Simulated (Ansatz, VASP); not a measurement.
This is a calculation of InAs for VASP 6.6.1.

Contents of INCAR:

```
PREC = Accurate
ENCUT = 500
EDIFF = 1E-6
ISMEAR = 0
SIGMA = 0.028999999999999998
LREAL = False
LASPH = True
NELM = 120
ALGO = Normal
ISIF = 2
LWAVE = False
LCHARG = False
GGA = PE
NBANDS = 16
GGA_COMPAT = False
```

Contents of KPOINTS:

```
regular mesh
0
Gamma
  8 8 8
```

File POSCAR:

```
InAs
1.0
    0.0000000000      2.8773040000      2.8773040000
    2.8773040000      0.0000000000      2.8773040000
    2.8773040000      2.8773040000      0.0000000000
In As
1 1
Direct
    0.5000000000      0.5000000000      0.5000000000
    0.0000000000      0.0000000000      0.0000000000
```

Potentials or basis: VASP PAW PBE potentials, release 64 (In_d, As).

Launch:

```bash
$ cat potpaw_PBE.64/In_d/POTCAR potpaw_PBE.64/As/POTCAR > POTCAR
$ mpirun -np 1 vasp_std > vasp.out
```

Problem. Set up the same calculation for Ansatz 0.2.0. Potentials there: Ansatz PAW.

Solution. As run (the cutoff follows the program's own potentials):

The input input.yaml:

```yaml
crystal:
  lattice:
    - [0.0, 2.877304, 2.877304]
    - [2.877304, 0.0, 2.877304]
    - [2.877304, 2.877304, 0.0]
  atoms:
    - { symbol: In, position: [0.5, 0.5, 0.5] }
    - { symbol: As, position: [0.0, 0.0, 0.0] }
hamiltonian:
  xc: pbe
  pseudopotentials: { kind: paw }
kpoints:
  mp_grid: { grid: [8, 8, 8] }
scf:
  occupations: { method: gaussian, width: 0.029 }
output:
  forces: true
  stress: true
  eigenvalues: true
```

Potentials or basis: Ansatz PAW.

Launch:

```bash
$ ansatz run input.yaml --threads 2 --pin off --max-ram 5632MiB --backend cpu --events-out ev --progress --plain --runs-dir out
```

Both were run:

|  | VASP | Ansatz | Ansatz less VASP |
| --- | --- | --- | --- |
| gap on the k mesh at the Fermi level (eV) | none | none | - |
| pressure (GPa) | 0.0 | 0.0 | -0.06 |

A gap of «none» marks a metal or a gap that the smearing closes. VASP's potentials hold 18 valence electrons a cell and Ansatz's 28, so a difference there can come from the potentials and not from the codes.
